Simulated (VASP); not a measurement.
# BaS (Fm-3m) in VASP: notebook

Aim: see how the results for BaS move with the level of theory and the settings. Levels: PBE, HSE06. Tasks: single point, relaxation of cell and atoms.

All numbers are computed with VASP 6.6.1; they aren't measurements. Logs are shortened: lines on timing, memory, paths and dates and some standing lists are left out, and cuts for length are marked.

## Step 1: The cell of the first run

Symmetry: Fm-3m, No. 225, cubic system. The conventional cell has a = 6.424 Å, b = 6.424 Å, c = 6.424 Å, α = 90.00°, β = 90.00°, γ = 90.00°. Ba (site symmetry m-3m) has 6 S at 3.21 Å within 4.2 Å. S (site symmetry m-3m) has 6 Ba at 3.21 Å within 4.2 Å.

## Step 2: Single point, PBE, non-collinear spin, zero start, spin-orbit coupling

Contents of INCAR:

```
ALGO = Normal ; EDIFF = 1E-7
ENCUT = 520 ; GGA = PE
GGA_COMPAT = False ; ISIF = 2
ISMEAR = 0 ; LASPH = True
LCHARG = True ; LORBIT = 11
LORBMOM = True ; LREAL = False
LSORBIT = True ; LVHAR = True
LWAVE = False ; MAGMOM = 0 0 0 0 0 0
NBANDS = 28 ; NELM = 150
PREC = Accurate ; SIGMA = 0.01
```

Contents of KPOINTS:

```
k-points
0
Gamma
  8 8 8
```

Contents of POSCAR:

```
BaS
1.0
    0.0000000000      3.2119099333      3.2119099333
    3.2119099333      0.0000000000      3.2119099333
    3.2119099333      3.2119099333      0.0000000000
Ba S
1 1
Direct
    0.0000000000      0.0000000000      0.0000000000
    0.5000000000      0.5000000000      0.5000000000
```

Potentials or basis: VASP PAW PBE potentials, release 64 (Ba_sv, S).

Run with:

```
$ cat potpaw_PBE.64/Ba_sv/POTCAR potpaw_PBE.64/S/POTCAR > POTCAR
$ mpirun -np 1 vasp_ncl > vasp.out
```

OUTCAR:

```text
EDIFF = 1E-7
   ENCUT = 520
   GGA = PE
   ISIF = 2
   ISMEAR = 0
   LASPH = True
   LORBIT = 11
   LREAL = False
   LSORBIT = True
   NELM = 150
   PREC = Accurate

 ion  position               nearest neighbor table
   1  0.000  0.000  0.000-   2 3.21   2 3.21   2 3.21   2 3.21   2 3.21   2 3.21
   2  0.500  0.500  0.500-   1 3.21   1 3.21   1 3.21   1 3.21   1 3.21   1 3.21

  LATTYP: Found a face centered cubic cell.
 ALAT       =     6.4238198666

  Lattice vectors:

 A1 = (   0.0000000000,   3.2119099333,   3.2119099333)
 A2 = (   3.2119099333,   0.0000000000,   3.2119099333)
 A3 = (   3.2119099333,   3.2119099333,   0.0000000000)

Analysis of symmetry for initial positions (statically):
=====================================================================
 Subroutine PRICEL returns:
 Original cell was already a primitive cell.

 Routine SETGRP: Setting up the symmetry group for a
 face centered cubic supercell.

 Subroutine GETGRP returns: Found 48 space group operations
 (whereof 48 operations were pure point group operations)
 out of a pool of 48 trial point group operations.

The static configuration has the point symmetry O_h .

Analysis of symmetry for dynamics (positions and initial velocities):
=====================================================================
 Subroutine PRICEL returns:
 Original cell was already a primitive cell.

 Routine SETGRP: Setting up the symmetry group for a
 face centered cubic supercell.

 Subroutine GETGRP returns: Found 48 space group operations
 (whereof 48 operations were pure point group operations)
 out of a pool of 48 trial point group operations.

The dynamic configuration has the point symmetry O_h .

Analysis of structural, dynamic, and magnetic symmetry:
=====================================================================
 Subroutine PRICEL returns:
 Original cell was already a primitive cell.

 Routine SETGRP: Setting up the symmetry group for a
 face centered cubic supercell.

 Subroutine GETGRP returns: Found 48 space group operations
 (whereof 48 operations were pure point group operations)
 out of a pool of 48 trial point group operations.

The overall configuration has the point symmetry O_h .

 Subroutine INISYM returns: Found 48 space group operations
 (whereof 48 operations are pure point group operations),
 and found     1 'primitive' translations

----------------------------------------------------------------------------------------

                                     Primitive cell

  volume of cell :      66.2705

  direct lattice vectors                    reciprocal lattice vectors
     0.000000000  3.211909933  3.211909933    -0.155670617  0.155670617  0.155670617
     3.211909933  0.000000000  3.211909933     0.155670617 -0.155670617  0.155670617
     3.211909933  3.211909933  0.000000000     0.155670617  0.155670617 -0.155670617

  length of vectors
     4.542326589  4.542326589  4.542326589     0.269629417  0.269629417  0.269629417

  position of ions in fractional coordinates (direct lattice)
     0.000000000  0.000000000  0.000000000
     0.500000000  0.500000000  0.500000000

  ion indices of the primitive-cell ions
   primitive index   ion index
                 1           1
                 2           2

----------------------------------------------------------------------------------------

 KPOINTS: k-points

Automatic generation of k-mesh.
 Grid dimensions read from file:
 generate k-points for:    8    8    8

 Generating k-lattice:

  Cartesian coordinates                     Fractional coordinates (reciprocal lattice)
    -0.019458827  0.019458827  0.019458827     0.125000000  0.000000000  0.000000000
     0.019458827 -0.019458827  0.019458827     0.000000000  0.125000000  0.000000000
     0.019458827  0.019458827 -0.019458827     0.000000000  0.000000000  0.125000000

  Length of vectors
     0.033703677  0.033703677  0.033703677

  Shift w.r.t. Gamma in fractional coordinates (k-lattice)
     0.000000000  0.000000000  0.000000000

 Subroutine IBZKPT returns following result:
 ===========================================

 Found     29 irreducible k-points:

 Following reciprocal coordinates:
            Coordinates               Weight
  0.000000  0.000000  0.000000      1.000000
  0.125000  0.000000  0.000000      8.000000
  0.250000  0.000000  0.000000      8.000000
  0.375000  0.000000  0.000000      8.000000
  0.500000  0.000000  0.000000      4.000000
  0.125000  0.125000  0.000000      6.000000
[... 42 lines left out ...]
   NFREE  =      0    steps in history (QN), initial steepest desc. (CG)
   ISIF   =      2    stress and relaxation
   ISYM   =      2    0-nonsym 1-usesym 2-fastsym
   POTIM  = 0.5000    time-step for ionic-motion
   TEBEG  =    0.0;   TEEND  =   0.0 temperature during run
   PSTRESS=    0.0 pullay stress
   NELECT =      16.0000    total number of electrons
   NUPDOWN=      -1.0000    fix difference up-down
   EMIN   =  10.00;   EMAX   =-10.00  energy-range for DOS
   EFERMI =   0.00;   METHOD = LEGACY
   ISMEAR =     0;   SIGMA  =   0.01  broadening in eV -4-tet -1-fermi 0-gaus
   EFERMI_NEDOS =   21; number of points for ismear=-14 and -15
   IALGO  =     38    algorithm
   IMIX   =      4    mixing-type and parameters
     AMIX     =   0.40;   BMIX     =  1.00
     AMIX_MAG =   1.60;   BMIX_MAG =  1.00
  volume/ion in A,a.u.               =      33.14       223.61
  Fermi-wavevector in a.u.,A,eV,Ry     =   1.019393  1.926373 14.138647  1.039161
  Thomas-Fermi vector in A             =   2.152904
   LORBIT       =     11    0 simple, 1 ext, 2 COOP (PROOUT), +10 PAW based schemes
   GGA     = PE    functional components
   LHFCALC =     F    Hartree Fock is set to
   AEXX    =    0.0000 exact exchange contribution
   IVDW    =     0    specifies the selected vdW correction
   LEPSILON=     F    determine dielectric tensor
   LRPA    =     F    only Hartree local field effects (RPA)
 Gauss-broadening in eV      SIGMA  =   0.01
  energy-cutoff  :      520.00
  volume of cell :       66.27
 maximum number of plane-waves:      3624
 NGX is ok and might be reduce to    36
   NGX = 17   NGY = 17   NGZ = 17

 number of electron      16.0000002 magnetization      -0.0000000      0.0000000      0.0000000

 number of electron      16.0000002 magnetization       0.0000000      0.0000000      0.0000000

 number of electron      16.0000002 magnetization      -0.0000000     -0.0000000     -0.0000000

 Free energy of the ion-electron system (eV)
  ---------------------------------------------------
  ext. energy  EPLUGINS =         0.00000000
  ---------------------------------------------------
  free energy    TOTEN  =       -10.38735066 eV

  energy without entropy =      -10.38735066  energy(sigma->0) =      -10.38735066

 E-fermi :   1.4848     XC(G=0):  -8.5569

 val. band max:        1.4132331138   @ k =   0.0000   0.0000   0.0000
 cond. band min:       3.4986389919   @ k =   0.5000   0.5000   0.0000
 fundamental gap:      2.0854058781
 Fermi energy:         1.4848475284

 k-point     1 :       0.0000    0.0000    0.0000
  band No.  band energies     occupation
      1     -24.7644      1.00000
      2     -24.7644      1.00000
      3     -11.1663      1.00000
      4     -11.1663      1.00000
      5      -9.1980      1.00000
      6      -9.1980      1.00000
[... 733 lines left out ...]
     27      10.0257      0.00000
     28      10.0257      0.00000

 [... further k-points ...]

------------------------ aborting loop because EDIFF is reached ----------------------------------------

  FORCE on cell =-STRESS in cart. coord.  units (eV):
  Direction    XX          YY          ZZ          XY          YZ          ZX
  --------------------------------------------------------------------------------------
  -------------------------------------------------------------------------------------
  Total        0.2618338      0.2618338      0.2618338      0.0000000      0.0000000      0.0000000
  in kB        6.3301825      6.3301825      6.3301825      0.0000000      0.0000000      0.0000000
  external PRESSURE =       6.3301825 kB  Pullay stress =       0.0000000 kB

 VOLUME and BASIS-vectors are now :
 -----------------------------------------------------------------------------
  energy-cutoff  :      520.00
  volume of cell :       66.27
      direct lattice vectors                 reciprocal lattice vectors
     0.000000000  3.211909933  3.211909933    -0.155670617  0.155670617  0.155670617
     3.211909933  0.000000000  3.211909933     0.155670617 -0.155670617  0.155670617
     3.211909933  3.211909933  0.000000000     0.155670617  0.155670617 -0.155670617

 POSITION                                       TOTAL-FORCE (eV/Angst)
 -----------------------------------------------------------------------------------
      0.00000      0.00000      0.00000         0.000000     -0.000000      0.000000
      3.21191      3.21191      3.21191        -0.000000      0.000000     -0.000000
 -----------------------------------------------------------------------------------
    total drift:                                0.000000      0.000000      0.000000

  FREE ENERGIE OF THE ION-ELECTRON SYSTEM (eV)
  ---------------------------------------------------
  free  energy   TOTEN  =       -10.3873506574 eV

  energy  without entropy=      -10.3873506574  energy(sigma->0) =      -10.38735066

 orbital moment (x)

 # of ion     p       d       tot
 ----------------------------------------
  1         0.000   0.000   0.000
  2         0.000   0.000   0.000
 ----------------------------------------
            0.000   0.000   0.000

 orbital moment (y)

 # of ion     p       d       tot
 ----------------------------------------
  1         0.000  -0.000  -0.000
  2         0.000   0.000   0.000
 ----------------------------------------
            0.000  -0.000  -0.000

 orbital moment (z)

 # of ion     p       d       tot
 ----------------------------------------
  1        -0.000   0.000  -0.000
  2         0.000   0.000   0.000
 ----------------------------------------
           -0.000   0.000  -0.000

 Spin-Orbit-Coupling matrix elements

 Ion:    1  E_soc:     -0.3888423
 l=   1
     0.0000000    -0.0646072    -0.0646072
    -0.0646072     0.0000000    -0.0646072
    -0.0646072    -0.0646072     0.0000000
 l=   2
     0.0000000    -0.0000133     0.0000000    -0.0000133    -0.0001865
    -0.0000133     0.0000000    -0.0001399    -0.0000133    -0.0000466
     0.0000000    -0.0001399     0.0000000    -0.0001399     0.0000000
    -0.0000133    -0.0000133    -0.0001399     0.0000000    -0.0000466
    -0.0001865    -0.0000466     0.0000000    -0.0000466     0.0000000
 l=   3
     0.0000000     0.0000000     0.0000000     0.0000000     0.0000000     0.0000000     0.0000000
     0.0000000     0.0000000     0.0000000     0.0000000     0.0000000     0.0000000     0.0000000
     0.0000000     0.0000000     0.0000000     0.0000000     0.0000000     0.0000000     0.0000000
     0.0000000     0.0000000     0.0000000     0.0000000     0.0000000     0.0000000     0.0000000
     0.0000000     0.0000000     0.0000000     0.0000000     0.0000000     0.0000000     0.0000000
     0.0000000     0.0000000     0.0000000     0.0000000     0.0000000     0.0000000     0.0000000
     0.0000000     0.0000000     0.0000000     0.0000000     0.0000000     0.0000000     0.0000000

 Ion:    2  E_soc:     -0.0023807
 l=   1
     0.0000000    -0.0003968    -0.0003968
    -0.0003968     0.0000000    -0.0003968
    -0.0003968    -0.0003968     0.0000000
 l=   2
     0.0000000     0.0000000     0.0000000     0.0000000     0.0000000
     0.0000000     0.0000000     0.0000000     0.0000000     0.0000000
     0.0000000     0.0000000     0.0000000     0.0000000     0.0000000
     0.0000000     0.0000000     0.0000000     0.0000000     0.0000000
     0.0000000     0.0000000     0.0000000     0.0000000     0.0000000
 l=   3
     0.0000000     0.0000000     0.0000000     0.0000000     0.0000000     0.0000000     0.0000000
     0.0000000     0.0000000     0.0000000     0.0000000     0.0000000     0.0000000     0.0000000
     0.0000000     0.0000000     0.0000000     0.0000000     0.0000000     0.0000000     0.0000000
     0.0000000     0.0000000     0.0000000     0.0000000     0.0000000     0.0000000     0.0000000
     0.0000000     0.0000000     0.0000000     0.0000000     0.0000000     0.0000000     0.0000000
     0.0000000     0.0000000     0.0000000     0.0000000     0.0000000     0.0000000     0.0000000
     0.0000000     0.0000000     0.0000000     0.0000000     0.0000000     0.0000000     0.0000000

 total charge

# of ion       s       p       d       tot
------------------------------------------
    1        2.010   5.617   0.269   7.896
    2        1.321   2.424   0.000   3.745
--------------------------------------------------
tot          3.330   8.041   0.269  11.641

 magnetization (x)

# of ion       s       p       d       tot
------------------------------------------
    1        0.000   0.000   0.000   0.000
    2       -0.000  -0.000   0.000  -0.000
--------------------------------------------------
tot          0.000  -0.000   0.000   0.000

 magnetization (y)

# of ion       s       p       d       tot
------------------------------------------
    1       -0.000  -0.000   0.000  -0.000
    2       -0.000  -0.000   0.000  -0.000
--------------------------------------------------
tot         -0.000  -0.000   0.000  -0.000

 magnetization (z)

# of ion       s       p       d       tot
------------------------------------------
    1       -0.000  -0.000   0.000  -0.000
    2        0.000   0.000   0.000   0.000
--------------------------------------------------
tot         -0.000  -0.000   0.000  -0.000
```

It took 85 s on 1 thread of AMD EPYC 9R45 (Zen 5), shared host; peak memory 0.38 GiB.

Results:

* Free energy: -10.3874 eV
* Pressure: 0.6 GPa
* Net moment: 0.00 μB per cell
* Valence electrons inside the program's atomic spheres: Ba 7.90; S 3.75

Moments on the atoms (μB; x, y, z):
```
Ba  0.00 0.00 0.00
S   0.00 0.00 0.00
```

[end of part 1 of 2]
